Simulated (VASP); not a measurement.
Input of a VASP 6.6.1 run:

INCAR

```
  ALGO = Normal
  EDIFF = 1E-6
  ENCUT = 500
  GGA = PE
  GGA_COMPAT = False
  ISIF = 2
  ISMEAR = 0
  LASPH = True
  LCHARG = False
  LREAL = False
  LWAVE = False
  NBANDS = 31
  NELM = 120
  PREC = Accurate
  SIGMA = 0.2
```

File KPOINTS:

```
k-points
0
Gamma
  4 4 3
```

Contents of POSCAR:

```
Ga2BAs3
1.0
    3.5551657577      0.0000000000      0.0000000000
    0.0000000000      3.5551657577      0.0000000000
    0.0000000000      0.0000000000      9.3309656065
Ga B As
2 1 3
Direct
    0.0000000000      0.5000000000      0.0000000000
    0.5000000000      0.0000000000      0.0000000000
    0.0000000000      0.0000000000      0.5000000000
    0.5000000000      0.5000000000      0.7810560633
    0.5000000000      0.5000000000      0.2189439367
    0.5000000000      0.5000000000      0.5000000000
```

Potentials or basis: VASP PAW PBE potentials, release 64 (Ga_d, B, As).

The run is started by

```sh
$ cat potpaw_PBE.64/Ga_d/POTCAR potpaw_PBE.64/B/POTCAR potpaw_PBE.64/As/POTCAR > POTCAR
$ mpirun -np 1 vasp_std > vasp.out
```

Task: Estimate the pressure.

Result: 0.0 GPa.

Task: What does it give for the band gap on the k mesh?

Result: Zero (bands 22 and 23 overlap by 4.14 eV).

Task: Predict the largest force.

Result: 0.026 eV/Å.

Forces on the atoms (eV/Å):
```
Ga   0.000  0.000  0.000
Ga   0.000  0.000  0.000
B    0.000  0.000  0.000
As   0.000  0.000 -0.026
As   0.000  0.000  0.026
As   0.000  0.000  0.000
```

Caveat: the k points lie up to 0.44 Å⁻¹ apart, too coarse for converged energies and pressures of a metal.
